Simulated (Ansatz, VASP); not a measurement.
## KI: VASP beside Ansatz

```
CELL_PARAMETERS angstrom
0.00000 3.52455 3.52455
3.52455 0.00000 3.52455
3.52455 3.52455 0.00000
ATOMIC_POSITIONS crystal
K 0.97743 0.02257 0.00000
I 0.50000 0.50000 0.50000
```

Change from the starting cell: all K atoms moved +0.113 Å, as atom 1 along Cartesian [1 -1 0].

Alike in both runs: task single point; functional PBEsol; k mesh 6 × 6 × 6; occupations gaussian, width 0.05 eV; no spin polarisation.

```csv
,VASP,Ansatz
version,VASP 6.6.1,Ansatz 0.2.0
potentials or method,"VASP PAW PBE potentials, release 64 (K_sv, I), cutoff 520 eV","scalar-relativistic, plane waves, PAW"
valence electrons in the cell,16,26
```

Ansatz gave:

* gap on the k mesh at the Fermi level (eV): 3.84
* least direct gap on the mesh (eV): 3.84
* pressure (GPa): -0.2
* traceless stress, the component that is largest in VASP (GPa): -0.06
* rms of the force components (eV/Å): 0.065

Which values does VASP return?

gap on the k mesh at the Fermi level (eV): 3.83; least direct gap on the mesh (eV): 3.83; pressure (GPa): -0.1; traceless stress, the component that is largest in VASP (GPa): -0.06; rms of the force components (eV/Å): 0.066.

VASP's potentials were made for PBE, not for PBEsol. Atom by atom the forces differ by 0.001 eV/Å (rms over components). VASP's potentials hold 16 valence electrons a cell and Ansatz's 26, so a difference there can come from the potentials and not from the codes.

Spin-orbit coupling is off throughout.
